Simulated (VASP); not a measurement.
W, 1 atom in the cell. The structure is cubic, space group Im-3m (No. 229). The conventional cell has a = 3.187 Å, b = 3.187 Å, c = 3.187 Å, α = 90.00°, β = 90.00°, γ = 90.00°. Within 3.6 Å of W (site symmetry m-3m) lie 14 W at 2.76 to 3.19 Å. 

* Program: VASP 6.6.1
* Task: single point
* Functional: B3LYP
* Potentials or basis: VASP PAW PBE potentials, release 64 (W_sv)
* Cutoff: 520 eV
* k mesh: 6 × 6 × 6
* Occupations: fermi-dirac, width 0.05 eV
* Spin: no spin polarisation
* Dipole correction: no
* Grid for exact exchange (PRECFOCK): Normal
* Further INCAR settings: ALGO = Normal; EDIFF = 1e-06; NBANDS = 13
* Share of exact exchange: 0.2

Potentials or basis: VASP PAW PBE potentials, release 64 (W_sv).

Launch:

```console
$ cat potpaw_PBE.64/W_sv/POTCAR > POTCAR
$ cp INCAR.step1 INCAR
$ mpirun -np 1 vasp_std > vasp.out
$ cp INCAR.step2 INCAR
$ mpirun -np 1 vasp_std > vasp.out
```

Hardware: 1 thread of Intel Xeon 8259CL, on a shared host.

Q: Estimate the wall time of this run.

A: It took 11 min on 1 thread of Intel Xeon 8259CL, with other jobs on the host, peak memory 0.16 GiB. Counts: k points 16.
